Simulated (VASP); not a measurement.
A run of VASP 6.6.1:

INCAR

```
SYSTEM = P
ALGO = Normal
EDIFF = 1E-6
EDIFFG = -0.01
ENCUT = 600
GGA = PE
IBRION = 2
ISIF = 4
ISMEAR = 0
IVDW = 12
LASPH = .True.
LCHARG = .False.
LREAL = .False.
LWAVE = .False.
NELM = 60
NSW = 50
PREC = Accurate
SIGMA = 0.1
```

File KPOINTS:

```
k-points
0
Gamma
  15 15 15
  0 0 0
```

File POSCAR:

```
P
1.0
    1.6635551254      0.9604539995      2.7176698657
   -1.6635551254      0.9604539995      2.7176698657
    0.0000000000     -1.9209079989      2.7176698658
P
2
Direct
    0.2427649662      0.2427649662      0.2427649662
    0.7572350338      0.7572350338      0.7572350338
```

Potentials or basis: VASP PAW PBE potentials, release 64 (P).

The run is started by

```sh
$ cat potpaw_PBE.64/P/POTCAR > POTCAR
$ mpirun -np 1 vasp_std > vasp.out
```

Hardware: 1 thread of Intel Xeon 8259CL (shared host).

How long does it take, and how much memory?

Run time: 5.8 min on 1 thread of Intel Xeon 8259CL (shared host), peak memory 0.23 GiB. Counts: scf iterations 27, k points 344, ion steps 6.
